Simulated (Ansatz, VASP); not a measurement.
# Two plane-wave programs on AlN

```
CELL_PARAMETERS angstrom
3.11200 0.00000 0.00000
-1.55600 2.69507 0.00000
0.00000 0.00000 4.98200
ATOMIC_POSITIONS crystal
Al 0.33333 0.66667 0.00000
Al 0.66667 0.33333 0.50000
N 0.33333 0.66667 0.50000
N 0.66667 0.33333 0.00000
```

Alike in both runs: task single point; functional LDA; k mesh 6 × 6 × 4; occupations gaussian, width 0.1 eV; no spin polarisation.

|  | VASP | Ansatz |
| --- | --- | --- |
| version | VASP 6.6.1 | Ansatz 0.2.0 |
| potentials or method | VASP PAW LDA potentials, release 64 (Al, N), cutoff 600 eV | scalar-relativistic, plane waves, PAW |
| valence electrons in the cell | 16 | 16 |

Ansatz gave:

* gap on the k mesh at the Fermi level (eV): 2.73
* least direct gap on the mesh (eV): 2.73
* pressure (GPa): 3.7
* traceless stress, the component that is largest in VASP (GPa): -18.13

**Question.** What did VASP give for the same quantities?

**Answer.** gap on the k mesh at the Fermi level (eV): 2.74; least direct gap on the mesh (eV): 2.74; pressure (GPa): 4.4; traceless stress, the component that is largest in VASP (GPa): -18.96.

Ansatz warns that its potentials were made for another functional, while VASP's fit it. LDA's correlation is that of Perdew and Zunger in VASP and of Perdew and Wang (1992) in Ansatz.
